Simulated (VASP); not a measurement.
# PbSe (Pnma) in VASP: further runs

Runs on PbSe. Level: LDA. Tasks: single point.

Program: VASP 6.6.1. These are calculated values, not measurements. Logs are shortened: lines on timing, memory, paths and dates and some standing lists are left out, and cuts for length are marked.

## 1. The cell of the first run

It takes space group Pnma (No. 62, orthorhombic). The conventional cell has a = 13.220 Å, b = 4.456 Å, c = 4.415 Å, α = 90.00°, β = 90.00°, γ = 90.00°. Within 3.8 Å of Pb (site symmetry m) lie 5 Se at 2.88 to 3.27 Å. Se (site symmetry m) has 5 Pb at 2.88 to 3.27 Å within 3.8 Å.

## 2. Single point, LDA

INCAR reads:

```
ALGO = Normal ; EDIFF = 1E-7
ENCUT = 520 ; ISIF = 2
ISMEAR = 0 ; LASPH = T
LCHARG = F ; LREAL = F
LWAVE = F ; NBANDS = 50
NELM = 100 ; PREC = Accurate
SIGMA = 0.01
```

KPOINTS reads:

```
k-points
0
Gamma
  2 4 4
```

POSCAR reads:

```
PbSe
1.0
   13.2198200000      0.0000000000      0.0000000000
    0.0000000000      4.4564500000      0.0000000000
    0.0000000000      0.0000000000      4.4151800000
Pb Se
4 4
Direct
    0.8595800000      0.7500000000      0.9102900000
    0.3595800000      0.7500000000      0.5897100000
    0.1404200000      0.2500000000      0.0897100000
    0.6404200000      0.2500000000      0.4102900000
    0.6423100000      0.7500000000      0.9517500000
    0.1423100000      0.7500000000      0.5482500000
    0.3576900000      0.2500000000      0.0482500000
    0.8576900000      0.2500000000      0.4517500000
```

Potentials or basis: VASP PAW LDA potentials, release 64 (Pb_d, Se).

Run with:

```bash
$ cat potpaw_LDA.64/Pb_d/POTCAR potpaw_LDA.64/Se/POTCAR > POTCAR
$ mpirun -np 1 vasp_std > vasp.out
```

OUTCAR:

```text
EDIFF = 1E-7
   ENCUT = 520
   ISIF = 2
   ISMEAR = 0
   LASPH = T
   LREAL = F
   NELM = 100
   PREC = Accurate

 ion  position               nearest neighbor table
   1  0.860  0.750  0.910-   5 2.88   8 3.01   8 3.01   8 3.27   8 3.27
   2  0.360  0.750  0.590-   6 2.88   7 3.01   7 3.01   7 3.27   7 3.27
   3  0.140  0.250  0.090-   7 2.88   6 3.01   6 3.01   6 3.27   6 3.27
   4  0.640  0.250  0.410-   8 2.88   5 3.01   5 3.01   5 3.27   5 3.27
   5  0.642  0.750  0.952-   1 2.88   4 3.01   4 3.01   4 3.27   4 3.27
   6  0.142  0.750  0.548-   2 2.88   3 3.01   3 3.01   3 3.27   3 3.27
   7  0.358  0.250  0.048-   3 2.88   2 3.01   2 3.01   2 3.27   2 3.27
   8  0.858  0.250  0.452-   4 2.88   1 3.01   1 3.01   1 3.27   1 3.27

  LATTYP: Found a simple orthorhombic cell.
 ALAT       =     4.4151800000
 B/A-ratio  =     1.0093472973
 C/A-ratio  =     2.9941746429

  Lattice vectors:

 A1 = (   0.0000000000,   0.0000000000,  -4.4151800000)
 A2 = (   0.0000000000,   4.4564500000,   0.0000000000)
 A3 = (  13.2198200000,   0.0000000000,   0.0000000000)

Analysis of symmetry for initial positions (statically):
=====================================================================
 Subroutine PRICEL returns:
 Original cell was already a primitive cell.

 Routine SETGRP: Setting up the symmetry group for a
 simple orthorhombic supercell.

 Subroutine GETGRP returns: Found  8 space group operations
 (whereof  2 operations were pure point group operations)
 out of a pool of  8 trial point group operations.

The static configuration has the point symmetry S_2 .
 The point group associated with its full space group is D_2h.

Analysis of symmetry for dynamics (positions and initial velocities):
=====================================================================
 Subroutine PRICEL returns:
 Original cell was already a primitive cell.

 Routine SETGRP: Setting up the symmetry group for a
 simple orthorhombic supercell.

 Subroutine GETGRP returns: Found  8 space group operations
 (whereof  2 operations were pure point group operations)
 out of a pool of  8 trial point group operations.

The dynamic configuration has the point symmetry S_2 .
 The point group associated with its full space group is D_2h.

 Subroutine INISYM returns: Found  8 space group operations
[... 103 lines left out ...]
   LREAL  =      F    real-space projection
   EDIFFG = 0.1E-05   stopping-criterion for IOM
   NSW    =      0    number of steps for IOM
   IBRION =     -1    ionic relax: 0-MD 1-quasi-New 2-CG
   NFREE  =      0    steps in history (QN), initial steepest desc. (CG)
   ISIF   =      2    stress and relaxation
   ISYM   =      2    0-nonsym 1-usesym 2-fastsym
   POTIM  = 0.5000    time-step for ionic-motion
   TEBEG  =    0.0;   TEEND  =   0.0 temperature during run
   PSTRESS=    0.0 pullay stress
   NELECT =      80.0000    total number of electrons
   NUPDOWN=      -1.0000    fix difference up-down
   EMIN   =  10.00;   EMAX   =-10.00  energy-range for DOS
   EFERMI =   0.00;   METHOD = LEGACY
   ISMEAR =     0;   SIGMA  =   0.01  broadening in eV -4-tet -1-fermi 0-gaus
   EFERMI_NEDOS =   21; number of points for ismear=-14 and -15
   IALGO  =     38    algorithm
   IMIX   =      4    mixing-type and parameters
     AMIX     =   0.40;   BMIX     =  1.00
     AMIX_MAG =   1.60;   BMIX_MAG =  1.00
  volume/ion in A,a.u.               =      32.51       219.42
  Fermi-wavevector in a.u.,A,eV,Ry     =   1.105055  2.088251 16.614703  1.221146
  Thomas-Fermi vector in A             =   2.241536
   LORBIT       =      0    0 simple, 1 ext, 2 COOP (PROOUT), +10 PAW based schemes
   GGA     = CA    functional components
   LHFCALC =     F    Hartree Fock is set to
   AEXX    =    0.0000 exact exchange contribution
   IVDW    =     0    specifies the selected vdW correction
   LEPSILON=     F    determine dielectric tensor
   LRPA    =     F    only Hartree local field effects (RPA)
 non-spin polarized calculation
 Gauss-broadening in eV      SIGMA  =   0.01
  energy-cutoff  :      520.00
  volume of cell :      260.11
 maximum number of plane-waves:      7042
   NGX = 49   NGY = 17   NGZ = 17

 number of electron      79.9999988 magnetization

 Free energy of the ion-electron system (eV)
  ---------------------------------------------------
  ext. energy  EPLUGINS =         0.00000000
  ---------------------------------------------------
  free energy    TOTEN  =       -36.84873790 eV

  energy without entropy =      -36.84873790  energy(sigma->0) =      -36.84873790

 E-fermi :   3.1321     XC(G=0):  -9.2369

 val. band max:        3.0718513783   @ k =   0.0000   0.5000   0.0000
 cond. band min:       4.2728251553   @ k =   0.0000   0.0000   0.2500
 fundamental gap:      1.2009737770
 Fermi energy:         3.1320588924

 k-point     1 :       0.0000    0.0000    0.0000
  band No.  band energies     occupation
      1     -13.1904      2.00000
      2     -13.1871      2.00000
      3     -13.1081      2.00000
      4     -13.1076      2.00000
      5     -13.1074      2.00000
      6     -13.1049      2.00000
[... 943 lines left out ...]
     49       8.8894      0.00000
     50       8.8894      0.00000

------------------------ aborting loop because EDIFF is reached ----------------------------------------

  FORCE on cell =-STRESS in cart. coord.  units (eV):
  Direction    XX          YY          ZZ          XY          YZ          ZX
  --------------------------------------------------------------------------------------
  -------------------------------------------------------------------------------------
  Total       -7.8571325     -6.9211666     -6.6463173      0.0000000      0.0000000      0.0000000
  in kB      -48.3962449    -42.6311345    -40.9381920      0.0000000      0.0000000      0.0000000
  external PRESSURE =     -43.9885238 kB  Pullay stress =       0.0000000 kB

 VOLUME and BASIS-vectors are now :
 -----------------------------------------------------------------------------
  energy-cutoff  :      520.00
  volume of cell :      260.11
      direct lattice vectors                 reciprocal lattice vectors
    13.219820000  0.000000000  0.000000000     0.075643995  0.000000000  0.000000000
     0.000000000  4.456450000  0.000000000     0.000000000  0.224393856  0.000000000
     0.000000000  0.000000000  4.415180000     0.000000000  0.000000000  0.226491332

 POSITION                                       TOTAL-FORCE (eV/Angst)
 -----------------------------------------------------------------------------------
     11.36349      3.34234      4.01909        -0.299342     -0.000000     -0.088467
      4.75358      3.34234      2.60368        -0.299342     -0.000000      0.088467
      1.85633      1.11411      0.39609         0.299342      0.000000      0.088467
      8.46624      1.11411      1.81150         0.299342      0.000000     -0.088467
      8.49122      3.34234      4.20215         0.280571      0.000000      0.022888
      1.88131      3.34234      2.42062         0.280571      0.000000     -0.022888
      4.72860      1.11411      0.21303        -0.280571     -0.000000     -0.022888
     11.33851      1.11411      1.99456        -0.280571     -0.000000      0.022888
 -----------------------------------------------------------------------------------
    total drift:                               -0.000000      0.000000      0.000000

  FREE ENERGIE OF THE ION-ELECTRON SYSTEM (eV)
  ---------------------------------------------------
  free  energy   TOTEN  =       -36.8487378979 eV

  energy  without entropy=      -36.8487378979  energy(sigma->0) =      -36.84873790
```

OSZICAR:

```text
N       E                     dE             d eps       ncg     rms          rms(c)
DAV:   1     0.894036155165E+03    0.89404E+03   -0.35618E+04  1800   0.162E+03
DAV:   2     0.853682000530E+02   -0.80867E+03   -0.78151E+03  1836   0.439E+02
DAV:   3    -0.303009567944E+02   -0.11567E+03   -0.11054E+03  2270   0.191E+02
DAV:   4    -0.379318770584E+02   -0.76309E+01   -0.75255E+01  2190   0.501E+01
DAV:   5    -0.382497262384E+02   -0.31785E+00   -0.31747E+00  2180   0.102E+01    0.570E+00
DAV:   6    -0.368876241088E+02    0.13621E+01   -0.24909E+00  2418   0.801E+00    0.297E+00
DAV:   7    -0.368634875711E+02    0.24137E-01   -0.64992E-01  2412   0.263E+00    0.160E+00
DAV:   8    -0.368534099972E+02    0.10078E-01   -0.89720E-02  2360   0.201E+00    0.340E-01
DAV:   9    -0.368485273319E+02    0.48827E-02   -0.15594E-02  2446   0.869E-01    0.120E-01
DAV:  10    -0.368487140745E+02   -0.18674E-03   -0.15974E-03  2066   0.147E-01    0.596E-02
DAV:  11    -0.368487386597E+02   -0.24585E-04   -0.13874E-04  2430   0.574E-02    0.122E-02
DAV:  12    -0.368487386884E+02   -0.28672E-07   -0.22340E-05  2288   0.181E-02    0.877E-03
DAV:  13    -0.368487378799E+02    0.80850E-06   -0.42758E-06  2446   0.179E-02    0.235E-03
DAV:  14    -0.368487378979E+02   -0.18086E-07   -0.45368E-07  1726   0.306E-03
   1 F= -.36848738E+02 E0= -.36848738E+02  d E =-.637334E-19
```

Run time: 6.8 min. Hardware: 1 thread of Intel Xeon 8259CL, shared host; peak memory 0.39 GiB.

What came out:

- Free energy: -36.8487 eV
- Pressure: -4.4 GPa
- Largest force: 0.312 eV/Å
- Band gap on the k mesh: 1.20 eV (least direct gap 1.24 eV)

Forces on the atoms (eV/Å):
```
Pb  -0.299  0.000 -0.088
Pb  -0.299  0.000  0.088
Pb   0.299  0.000  0.088
Pb   0.299  0.000 -0.088
Se   0.281  0.000  0.023
Se   0.281  0.000 -0.023
Se  -0.281  0.000 -0.023
Se  -0.281  0.000  0.023
```

Levels at points of the mesh, in eV from the valence-band top:
| k point | band 36 | band 37 | band 38 | band 39 | band 40 | band 41 | band 42 | band 43 | band 44 | band 45 |
| --- | --- | --- | --- | --- | --- | --- | --- | --- | --- | --- |
| (0.00, 0.00, 0.00) | -1.17 | -1.15 | -1.06 | -0.48 | -0.22 | 1.38 | 4.16 | 4.18 | 4.31 | 4.36 |
| (0.50, 0.00, 0.00) | -1.27 | -1.15 | -1.15 | -0.22 | -0.22 | 2.54 | 2.54 | 4.10 | 4.10 | 4.69 |
| (0.00, 0.50, 0.00) | -0.77 | -0.15 | -0.15 | 0.00 | 0.00 | 1.29 | 1.29 | 1.66 | 1.66 | 2.52 |
| (0.50, 0.50, 0.00) | -0.81 | -0.07 | -0.07 | -0.07 | -0.07 | 1.64 | 1.64 | 1.64 | 1.64 | 2.65 |
| (0.00, 0.00, 0.50) | -0.77 | -0.24 | -0.24 | -0.03 | -0.03 | 1.28 | 1.28 | 1.61 | 1.61 | 2.29 |
| (0.50, 0.00, 0.50) | -0.78 | -0.18 | -0.18 | -0.06 | -0.06 | 1.53 | 1.53 | 1.61 | 1.61 | 2.32 |
| (0.00, 0.50, 0.50) | -2.49 | -1.46 | -1.46 | -0.99 | -0.99 | 3.09 | 3.09 | 3.65 | 3.65 | 5.18 |
| (0.50, 0.50, 0.50) | -2.64 | -1.17 | -1.17 | -1.17 | -1.17 | 3.26 | 3.26 | 3.26 | 3.26 | 5.34 |

Caveat: the cell stands under tension; spin-orbit coupling is left out, which moves the levels of the heavy elements.

## 3. Single point, LDA

INCAR reads:

```
SYSTEM = PbSe
PREC     = Accurate       ! precision mode
ENCUT    = 520            ! plane-wave cutoff, eV
EDIFF    = 1E-7           ! SCF threshold, eV
ISMEAR   = 0              ! smearing method
SIGMA    = 0.01           ! smearing width, eV
LREAL    = .False.        ! projectors in reciprocal space
LASPH    = .True.         ! aspherical terms in the spheres
NELM     = 80             ! most SCF steps
ALGO     = Normal         ! electronic algorithm
ISIF     = 2              ! what is computed and relaxed
LWAVE    = .False.        ! write WAVECAR
LCHARG   = .False.        ! write CHGCAR
GGA      = CA             ! functional
NBANDS   = 50             ! bands
```

KPOINTS reads:

```
regular mesh
0
Gamma
  2 4 4
  0 0 0
```

POSCAR is that of step 2.

Potentials or basis: VASP PAW LDA potentials, release 64 (Pb_d, Se).

Run with:

```bash
$ cat potpaw_LDA.64/Pb_d/POTCAR potpaw_LDA.64/Se/POTCAR > POTCAR
$ mpirun -np 1 vasp_std > vasp.out
```

It took 7.3 min on 1 thread of Intel Xeon 8259CL, shared host; peak memory 0.38 GiB.

The run converged. Its results:

```
Free energy            : -36.8487 eV
Pressure               : -4.4 GPa
Largest force          : 0.312 eV/Å
Band gap on the k mesh : 1.20 eV (least direct gap 1.24 eV)
```

Forces on the atoms (eV/Å):
```
Pb  -0.299  0.000 -0.088
Pb  -0.299  0.000  0.088
Pb   0.299  0.000  0.088
Pb   0.299  0.000 -0.088
Se   0.281  0.000  0.023
Se   0.281  0.000 -0.023
Se  -0.281  0.000 -0.023
Se  -0.281  0.000  0.023
```

Stress tensor (GPa, compression positive):
```
-4.84  0.00  0.00
 0.00 -4.26  0.00
 0.00  0.00 -4.09
```

Levels at points of the mesh, in eV from the valence-band top:
```tsv
k point	band 37	band 38	band 39	band 40	band 41	band 42	band 43	band 44
(0.00, 0.00, 0.00)	-1.15	-1.06	-0.48	-0.22	1.38	4.16	4.18	4.31
(0.50, 0.00, 0.00)	-1.15	-1.15	-0.22	-0.22	2.54	2.54	4.10	4.10
(0.00, 0.50, 0.00)	-0.15	-0.15	0.00	0.00	1.29	1.29	1.66	1.66
(0.50, 0.50, 0.00)	-0.07	-0.07	-0.07	-0.07	1.64	1.64	1.64	1.64
(0.00, 0.00, 0.50)	-0.24	-0.24	-0.03	-0.03	1.28	1.28	1.61	1.61
(0.50, 0.00, 0.50)	-0.18	-0.18	-0.06	-0.06	1.53	1.53	1.61	1.61
(0.00, 0.50, 0.50)	-1.46	-1.46	-0.99	-0.99	3.09	3.09	3.65	3.65
(0.50, 0.50, 0.50)	-1.17	-1.17	-1.17	-1.17	3.26	3.26	3.26	3.26
```

Caveat: the cell stands under tension; spin-orbit coupling is left out, which moves the levels of the heavy elements.
